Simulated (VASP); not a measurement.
## HfO2: single point with LDA

Crystal: HfO2.

```
Hf O
1.0
     0.00000    2.59116    2.59116
     2.59116    0.00000    2.59116
     2.59116    2.59116    0.00000
Hf O
1 2
Direct
  0.00000 0.00000 0.00000
  0.75000 0.75000 0.75000
  0.25000 0.25000 0.25000
```

```
Program             : VASP 6.6.1
Task                : single point
Functional          : LDA
Potentials or basis : VASP PAW LDA potentials, release 64 (Hf_pv, O)
Cutoff              : 520 eV
k mesh              : 9 × 9 × 9
Occupations         : fermi-dirac, width 0.05 eV
Spin                : non-collinear spin, zero start, spin-orbit coupling
Starting moments    : [[0.0, 0.0, 0.0], [0.0, 0.0, 0.0], [0.0, 0.0, 0.0]] μB
```

```
Pressure                                              : -26.4 GPa
Net moment                                            : 0.00 μB per cell
Valence electrons inside the program's atomic spheres : Hf 8.14; O 5.03
```

Moments on the atoms (μB; x, y, z):
```
Hf  0.00 0.00 0.00
O   0.00 0.00 0.00
O   0.00 0.00 0.00
```

Wall time 55 s on 1 thread of Intel(R) Xeon(R) 6975P-C (Granite Rapids) (shared host), peak memory 0.24 GiB.
